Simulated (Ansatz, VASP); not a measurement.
BAs in VASP and in Ansatz

Contents of POSCAR:

```
BAs
1.0
    0.0000000000      2.3918676041      2.4157862801
    2.3918676041      0.0000000000      2.4157862801
    2.3918676041      2.3918676041      0.0000000000
B As
1 1
Direct
    0.0000000000      0.0000000000      0.0000000000
    0.2500000000      0.2500000000      0.2500000000
```

File INCAR.step1:

```
PREC     = Accurate       # precision mode
ENCUT    = 520            # plane-wave cutoff, eV
ISMEAR   = 0              # smearing method
SIGMA    = 0.01           # smearing width, eV
LREAL    = F              # projectors in reciprocal space
LASPH    = T              # aspherical terms in the spheres
NELM     = 100            # most SCF steps
NBANDS   = 11             # bands
GGA      = PE             # functional
ALGO     = Normal         # electronic algorithm
EDIFF    = 1E-4           # SCF threshold, eV
LWAVE    = T              # write WAVECAR
LCHARG   = F              # write CHGCAR
```

Contents of INCAR.step2:

```
PREC     = Accurate       # precision mode
ENCUT    = 520            # plane-wave cutoff, eV
EDIFF    = 1E-6           # SCF threshold, eV
ISMEAR   = 0              # smearing method
SIGMA    = 0.01           # smearing width, eV
LREAL    = F              # projectors in reciprocal space
LASPH    = T              # aspherical terms in the spheres
NELM     = 100            # most SCF steps
ALGO     = Normal         # electronic algorithm
ISIF     = 2              # what is computed and relaxed
LWAVE    = F              # write WAVECAR
LCHARG   = F              # write CHGCAR
METAGGA  = R2SCAN         # meta-GGA
LMIXTAU  = T            
NBANDS   = 11             # bands
ISTART   = 1
```

KPOINTS

```
regular mesh
0
Gamma
  10 10 10
```

Input for Ansatz:

```yaml
crystal:
  lattice:
    - [0.0, 2.3918676041, 2.4157862801]
    - [2.3918676041, 0.0, 2.4157862801]
    - [2.3918676041, 2.3918676041, 0.0]
  atoms:
    - { symbol: B, position: [0.0, 0.0, 0.0] }
    - { symbol: As, position: [0.25, 0.25, 0.25] }
kpoints:
  mp_grid: { grid: [10, 10, 10] }
  band_path:
    path:
      - [0.0, 0.0, 0.0]
      - [-0.5, -0.5, 0.0]
      - [-0.375, -0.375, 0.25]
      - [-0.375, 0.0, 0.375]
      - [0.0, 0.0, 0.5]
      - [-0.5, -0.25, 0.25]
      - [0.0, 0.398438, 0.398437]
    npoints: 1
hamiltonian:
  xc: r2scan
scf:
  occupations: { method: fixed }
  n_extra_bands: 4
output:
  forces: true
  stress: true
  eigenvalues: true
  write_density: true
  write_potential: true
  elf: true
  volumetric_format: npy
```

Change from the starting cell: uniaxial_z strain +1.0%.

Alike in both runs: task single point; functional r2SCAN; k mesh 10 × 10 × 10; no spin polarisation.

|  | VASP | Ansatz |
| --- | --- | --- |
| version | VASP 6.6.1 | Ansatz 0.2.0 |
| potentials or method | VASP PAW PBE potentials, release 64 (B, As) | plane waves, PAW |
| plane-wave cutoff (eV) | 520 | 500 |
| occupations | gaussian, width 0.01 eV | fixed |
| valence electrons in the cell | 8 | 18 |

```csv
,VASP,Ansatz,Ansatz less VASP
gap on the k mesh at the Fermi level (eV),1.31,1.31,0.000
pressure (GPa),-1.1,-1.4,-0.22
"traceless stress, the component that is largest in VASP (GPa)",-1.48,-1.49,-0.002
```

VASP's potentials were made for PBE, not for r2SCAN. VASP's potentials hold 8 valence electrons a cell and Ansatz's 18, so a difference there can come from the potentials and not from the codes.
